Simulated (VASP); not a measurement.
# Ir (Fm-3m) in VASP: notebook

Runs on Ir. Level: LDA. Tasks: single point.

Program: VASP 6.6.1. These are calculated values, not measurements. Logs are shortened: lines on timing, memory, paths and dates and some standing lists are left out, and cuts for length are marked.

### Step 1. The cell of the first run

Symmetry: Fm-3m, No. 225, cubic system. The conventional cell has a = 3.839 Å, b = 3.839 Å, c = 3.839 Å, α = 90.00°, β = 90.00°, γ = 90.00°. Within 3.6 Å of Ir (site symmetry m-3m) lie 12 Ir at 2.71 Å.

### Step 2. Single point, LDA

INCAR

```
SYSTEM = Ir
  PREC = Accurate
  ENCUT = 560
  EDIFF = 1E-6
  ISMEAR = 0
  SIGMA = 0.1
  LREAL = .FALSE.
  LASPH = .TRUE.
  NELM = 120
  ALGO = Normal
  ISIF = 2
  LWAVE = .FALSE.
  LCHARG = .FALSE.
  NBANDS = 14
  GGA_COMPAT = .FALSE.
```

KPOINTS

```
regular mesh
0
G
  8 8 8
  0 0 0
```

POSCAR

```
Ir
1.0
    0.0000000000      1.9197000000      1.9197000000
    1.9197000000      0.0000000000      1.9197000000
    1.9197000000      1.9197000000      0.0000000000
Ir
1
Direct
    0.0000000000      0.0000000000      0.0000000000
```

Potentials or basis: VASP PAW LDA potentials, release 64 (Ir_sv_GW).

Started as:

```console
cat potpaw_LDA.64/Ir_sv_GW/POTCAR > POTCAR
mpirun -np 1 vasp_std > vasp.out
```

OUTCAR:

```text
SYSTEM = Ir
   PREC = Accurate
   ENCUT = 560
   EDIFF = 1E-6
   ISMEAR = 0
   LREAL = .FALSE.
   LASPH = .TRUE.
   NELM = 120
   ISIF = 2

 ion  position               nearest neighbor table
   1  0.000  0.000  0.000-

  LATTYP: Found a face centered cubic cell.
 ALAT       =     3.8394000000

  Lattice vectors:

 A1 = (   0.0000000000,   1.9197000000,   1.9197000000)
 A2 = (   1.9197000000,   0.0000000000,   1.9197000000)
 A3 = (   1.9197000000,   1.9197000000,   0.0000000000)

Analysis of symmetry for initial positions (statically):
=====================================================================
 Subroutine PRICEL returns:
 Original cell was already a primitive cell.

 Routine SETGRP: Setting up the symmetry group for a
 face centered cubic supercell.

 Subroutine GETGRP returns: Found 48 space group operations
 (whereof 48 operations were pure point group operations)
 out of a pool of 48 trial point group operations.

The static configuration has the point symmetry O_h .

Analysis of symmetry for dynamics (positions and initial velocities):
=====================================================================
 Subroutine PRICEL returns:
 Original cell was already a primitive cell.

 Routine SETGRP: Setting up the symmetry group for a
 face centered cubic supercell.

 Subroutine GETGRP returns: Found 48 space group operations
 (whereof 48 operations were pure point group operations)
 out of a pool of 48 trial point group operations.

The dynamic configuration has the point symmetry O_h .

 Subroutine INISYM returns: Found 48 space group operations
 (whereof 48 operations are pure point group operations),
 and found     1 'primitive' translations

----------------------------------------------------------------------------------------

                                     Primitive cell

  volume of cell :      14.1491

  direct lattice vectors                    reciprocal lattice vectors
     0.000000000  1.919700000  1.919700000    -0.260457363  0.260457363  0.260457363
     1.919700000  0.000000000  1.919700000     0.260457363 -0.260457363  0.260457363
     1.919700000  1.919700000  0.000000000     0.260457363  0.260457363 -0.260457363

  length of vectors
     2.714865776  2.714865776  2.714865776     0.451125386  0.451125386  0.451125386

  position of ions in fractional coordinates (direct lattice)
     0.000000000  0.000000000  0.000000000

  ion indices of the primitive-cell ions
   primitive index   ion index
                 1           1

[... 78 lines left out ...]
   ISYM   =      2    0-nonsym 1-usesym 2-fastsym
   POTIM  = 0.5000    time-step for ionic-motion
   TEBEG  =    0.0;   TEEND  =   0.0 temperature during run
   PSTRESS=    0.0 pullay stress
   NELECT =      17.0000    total number of electrons
   NUPDOWN=      -1.0000    fix difference up-down
   EMIN   =  10.00;   EMAX   =-10.00  energy-range for DOS
   EFERMI =   0.00;   METHOD = LEGACY
   ISMEAR =     0;   SIGMA  =   0.10  broadening in eV -4-tet -1-fermi 0-gaus
   EFERMI_NEDOS =   21; number of points for ismear=-14 and -15
   IALGO  =     38    algorithm
   IMIX   =      4    mixing-type and parameters
     AMIX     =   0.40;   BMIX     =  1.00
     AMIX_MAG =   1.60;   BMIX_MAG =  1.00
  volume/ion in A,a.u.               =      14.15        95.48
  Fermi-wavevector in a.u.,A,eV,Ry     =   1.740395  3.288869 41.211694  3.028974
  Thomas-Fermi vector in A             =   2.813052
   LORBIT       =      0    0 simple, 1 ext, 2 COOP (PROOUT), +10 PAW based schemes
   GGA     = CA    functional components
   LHFCALC =     F    Hartree Fock is set to
   AEXX    =    0.0000 exact exchange contribution
   IVDW    =     0    specifies the selected vdW correction
   LEPSILON=     F    determine dielectric tensor
   LRPA    =     F    only Hartree local field effects (RPA)
 non-spin polarized calculation
 Gauss-broadening in eV      SIGMA  =   0.10
  energy-cutoff  :      560.00
  volume of cell :       14.15
 maximum number of plane-waves:       444
 NGX is ok and might be reduce to    24
   NGX = 11   NGY = 11   NGZ = 11

 number of electron      17.0000000 magnetization

 Free energy of the ion-electron system (eV)
  ---------------------------------------------------
  ext. energy  EPLUGINS =         0.00000000
  ---------------------------------------------------
  free energy    TOTEN  =       -10.82545006 eV

  energy without entropy =      -10.81641275  energy(sigma->0) =      -10.82093140

 E-fermi :  12.7033     XC(G=0): -14.7829

 val. band max:       12.6576421258   @ k =  -0.3750   0.1250   0.0000
 cond. band min:      12.7175048973   @ k =  -0.3750   0.2500   0.0000
 fundamental gap:      0.0598627715
 Fermi energy:        12.7033363857

 k-point     1 :       0.0000    0.0000    0.0000
  band No.  band energies     occupation
      1     -79.8763      2.00000
      2     -36.5412      2.00000
      3     -36.5412      2.00000
      4     -36.5412      2.00000
      5       1.5656      2.00000
      6       8.7431      2.00000
      7       8.7431      2.00000
      8       8.7431      2.00000
      9      11.4822      2.00000
     10      11.4822      2.00000
     11      26.2879      0.00000
     12      31.7826      0.00000
     13      31.7826      0.00000
     14      31.7826      0.00000
[... 377 lines left out ...]
      1     -79.7989      2.00000
      2     -37.2337      2.00000
      3     -36.8650      2.00000
      4     -36.7223      2.00000
      5       6.0248      2.00000
      6       7.4248      2.00000
      7       9.0553      2.00000
      8      10.0739      2.00000
      9      13.2301      0.00000
     10      17.8666      0.00000
     11      19.2954      0.00000
     12      28.1314      0.00000
     13      28.4352      0.00000
     14      31.9083      0.00000

 [... further k-points ...]
[... 5 lines left out ...]
  --------------------------------------------------------------------------------------
  -------------------------------------------------------------------------------------
  Total       -0.6631753     -0.6631753     -0.6631753     -0.0000000      0.0000000      0.0000000
  in kB      -75.0946216    -75.0946216    -75.0946216     -0.0000000      0.0000000      0.0000000
  external PRESSURE =     -75.0946216 kB  Pullay stress =       0.0000000 kB

 VOLUME and BASIS-vectors are now :
 -----------------------------------------------------------------------------
  energy-cutoff  :      560.00
  volume of cell :       14.15
      direct lattice vectors                 reciprocal lattice vectors
     0.000000000  1.919700000  1.919700000    -0.260457363  0.260457363  0.260457363
     1.919700000  0.000000000  1.919700000     0.260457363 -0.260457363  0.260457363
     1.919700000  1.919700000  0.000000000     0.260457363  0.260457363 -0.260457363

 POSITION                                       TOTAL-FORCE (eV/Angst)
 -----------------------------------------------------------------------------------
      0.00000      0.00000      0.00000        -0.000000      0.000000      0.000000
 -----------------------------------------------------------------------------------
    total drift:                               -0.000000     -0.000000     -0.000000

  FREE ENERGIE OF THE ION-ELECTRON SYSTEM (eV)
  ---------------------------------------------------
  free  energy   TOTEN  =       -10.8254500585 eV

  energy  without entropy=      -10.8164127452  energy(sigma->0) =      -10.82093140
```

stdout:

```text
POSCAR found type information on POSCAR Ir
 POSCAR found :  1 types and       1 ions
 scaLAPACK will be used
 LDA part: xc-table for (Slater(with rela. corr.)+CA(PZ))
 , standard interpolation
 POSCAR, INCAR and KPOINTS ok, starting setup
 FFT: planning ... GRIDC
 FFT: planning ... GRID_SOFT
 FFT: planning ... GRID
 WAVECAR not read
 entering main loop
```

Wall time 6.3 s (1 thread of AMD EPYC 7R13 (Zen 3), shared host); peak memory 0.11 GiB.

What came out:

- Free energy: -10.8255 eV
- Pressure: -7.5 GPa
- Band gap on the k mesh: zero (an odd number of electrons rules out a gap without spin polarisation)

Caveat: the cell stands under tension; spin-orbit coupling is left out, which moves the levels of the heavy elements.

### Step 3. Single point, LDA (14.13 Å³/atom)

INCAR

```
SYSTEM = Ir
ALGO = Normal
EDIFF = 1E-6
ENCUT = 560
GGA = CA
GGA_COMPAT = .False.
ISIF = 2
ISMEAR = -1
LASPH = .True.
LCHARG = .False.
LREAL = .False.
LWAVE = .False.
NBANDS = 14
NELM = 120
PREC = Accurate
SIGMA = 0.15
```

KPOINTS

```
k-points
0
Gamma
  20 20 20
  0 0 0
```

POSCAR

```
Ir
1.0
    0.0000000000      1.9190496690      1.9190496690
    1.9190496690      0.0000000000      1.9190496690
    1.9190496690      1.9190496690      0.0000000000
Ir
1
Direct
    0.0000000000      0.0000000000      0.0000000000
```

Potentials or basis: VASP PAW LDA potentials, release 64 (Ir_sv_GW).

Started as:

```console
cat potpaw_LDA.64/Ir_sv_GW/POTCAR > POTCAR
mpirun -np 1 vasp_std > vasp.out
```

Run time: 32 s. Hardware: 1 thread of Intel Xeon Platinum 8488C (Sapphire Rapids), shared host; peak memory 0.18 GiB.

The run converged. Its results:

```
Free energy            : -10.9351 eV
Pressure               : -8.0 GPa
Band gap on the k mesh : zero (an odd number of electrons rules out a gap without spin polarisation)
```

Levels at points of the mesh, in eV from the Fermi level:
| k point | band 4 | band 5 | band 6 | band 7 | band 8 | band 9 | band 10 | band 11 | band 12 | band 13 |
| --- | --- | --- | --- | --- | --- | --- | --- | --- | --- | --- |
| (0.00, 0.00, 0.00) | -49.17 | -11.06 | -3.88 | -3.88 | -3.88 | -1.15 | -1.15 | 13.68 | 19.16 | 19.16 |
| (0.50, 0.00, 0.00) | -49.28 | -8.08 | -3.97 | -3.97 | -0.67 | 0.95 | 0.95 | 7.33 | 13.34 | 19.14 |
| (0.50, 0.50, 0.00) | -49.47 | -7.89 | -7.33 | 0.93 | 1.52 | 1.52 | 1.77 | 10.59 | 11.53 | 11.53 |

Caveat: the cell stands under tension; spin-orbit coupling is left out, which moves the levels of the heavy elements.

The gap in the log of VASP goes by the Fermi energy; the results here count the filled bands.